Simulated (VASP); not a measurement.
A run of VASP 6.6.1 is set up as follows.

The input INCAR:

```
PREC = Accurate
ENCUT = 500
EDIFF = 1E-6
ISMEAR = 0
SIGMA = 0.05
LREAL = False
LASPH = True
NELM = 120
ALGO = Normal
ISIF = 2
LWAVE = False
LCHARG = True
GGA = PE
LELF = True
LVHAR = True
NBANDS = 18
GGA_COMPAT = False
```

The input KPOINTS:

```
Automatic mesh
0
Gamma
  8 8 8
```

The input POSCAR:

```
Ta
1.0
    0.0000000000      3.0532680384      3.0532680384
    3.0532680384      0.0000000000      3.0532680384
    3.0532680384      3.0532680384      0.0000000000
Ta
2
Direct
    1.0000000000      1.0000000000      1.0000000000
    0.2500000000      0.2500000000      0.2500000000
```

Potentials or basis: VASP PAW PBE potentials, release 64 (Ta_pv).

Run with:

```console
$ cat potpaw_PBE.64/Ta_pv/POTCAR > POTCAR
$ mpirun -np 1 vasp_std > vasp.out
```

(1) Estimate the band gap on the k mesh.

(2) Estimate the pressure.

Answers

(1) zero (bands 11 and 12 overlap by 1.02 eV).

(2) 0.1 GPa.

Caveat: spin-orbit coupling is left out, which moves the levels of the heavy elements.
